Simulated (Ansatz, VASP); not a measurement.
## Two plane-wave programs on Te2Mo

```
CELL_PARAMETERS angstrom
3.50388 0.00000 0.00000
-1.75194 3.03445 0.00000
0.00000 0.00000 24.76772
ATOMIC_POSITIONS crystal
Te 0.33333 0.66667 0.18169
Te 0.33333 0.66667 0.32841
Te 0.66667 0.33333 0.46891
Te 0.66667 0.33333 0.61563
Mo 0.66667 0.33333 0.25505
Mo 0.00000 0.00000 0.54227
```

Alike in both runs: task single point; functional PBE; dispersion D3(BJ); k mesh 9 × 9 × 1; occupations gaussian, width 0.05 eV; no spin polarisation.

```csv
,VASP,Ansatz
version,VASP 6.6.1,Ansatz 0.2.0
potentials or method,"VASP PAW PBE potentials, release 64 (Te, Mo_sv), cutoff 520 eV","scalar-relativistic, plane waves, PAW"
valence electrons in the cell,52,92
```

Ansatz gave:

| Item | Value |
| --- | --- |
| gap on the k mesh at the Fermi level (eV) | 1.08 |
| least direct gap on the mesh (eV) | 1.13 |
| rms of the force components (eV/Å) | 0.024 |

Task: Which values does VASP return?

Result: gap on the k mesh at the Fermi level (eV): 1.09; least direct gap on the mesh (eV): 1.13; rms of the force components (eV/Å): 0.028.

VASP's potentials hold 52 valence electrons a cell and Ansatz's 92, so a difference there can come from the potentials and not from the codes.

Neither program's run includes spin-orbit coupling.
